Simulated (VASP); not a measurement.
Write the native input for VASP 6.6.1 that does the following.

- Task: single point
- Functional: PBE
- Potentials or basis: VASP PAW PBE potentials, release 64 (Cl)
- Cutoff: 520 eV
- k mesh: 16 × 16 × 16
- Occupations: fermi-dirac, width 0.08 eV
- Spin: no spin polarisation
- Dipole correction: no
- Further INCAR settings: ALGO = Normal; EDIFF = 1e-06; NBANDS = 14

The structure of Cl lies in POSCAR:

```
Cl
1.0
   -2.5992684584      2.5992684584      1.7606639159
    2.5992684584     -2.5992684584      1.7606639159
    2.5992684584      2.5992684584     -1.7606639159
Cl
2
Direct
   -0.3750000000     -0.1250000000     -0.2500000000
    0.3750000000      0.1250000000      0.2500000000
```

The input as run:

INCAR

```
PREC = Accurate
ENCUT = 520
EDIFF = 1E-6
ISMEAR = -1
SIGMA = 0.08
LREAL = False
LASPH = True
NELM = 60
ALGO = Normal
ISIF = 2
LWAVE = False
LCHARG = True
GGA = PE
LELF = True
LVHAR = True
NBANDS = 14
```

KPOINTS

```
regular mesh
0
Gamma
  16 16 16
```

Potentials or basis: VASP PAW PBE potentials, release 64 (Cl).

Command:

```sh
$ cat potpaw_PBE.64/Cl/POTCAR > POTCAR
$ mpirun -np 1 vasp_std > vasp.out
```

Results of the run:

```yaml
Pressure: 1.1 GPa
Band_gap_on_the_k_mesh: zero (bands 7 and 8 overlap by 1.62 eV)
```

Wall time 3.6 min on 1 thread of Oxide Virtual Turin-like Processor, with other jobs on the host, peak memory 0.26 GiB.
